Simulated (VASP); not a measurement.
A run of VASP 6.6.1 is set up as follows.

Contents of INCAR:

```
SYSTEM = NbCd3
ALGO = Normal
EDIFF = 1E-6
ENCUT = 520
GGA = PE
ISIF = 2
ISMEAR = 0
LASPH = .TRUE.
LCHARG = .FALSE.
LREAL = .FALSE.
LWAVE = .FALSE.
NBANDS = 32
NELM = 60
PREC = Accurate
SIGMA = 0.1
```

File KPOINTS:

```
k-points
0
G
  8 8 8
  0 0 0
```

File POSCAR:

```
NbCd3
1.0
    4.3085788553      0.0000000000      0.0000000000
    0.0000000000      4.3085788553      0.0000000000
    0.0000000000      0.0000000000      4.3085788553
Nb Cd
1 3
Direct
    0.0000000000      0.0000000000      0.0000000000
    0.0000000000      0.5000000000      0.5000000000
    0.5000000000      0.0000000000      0.5000000000
    0.5000000000      0.5000000000      0.0000000000
```

Potentials or basis: VASP PAW PBE potentials, release 64 (Nb_sv, Cd).

Command:

```bash
$ cat potpaw_PBE.64/Nb_sv/POTCAR potpaw_PBE.64/Cd/POTCAR > POTCAR
$ mpirun -np 1 vasp_std > vasp.out
```

(1) What does it give for the pressure?

Answers

(1) 0.3 GPa.
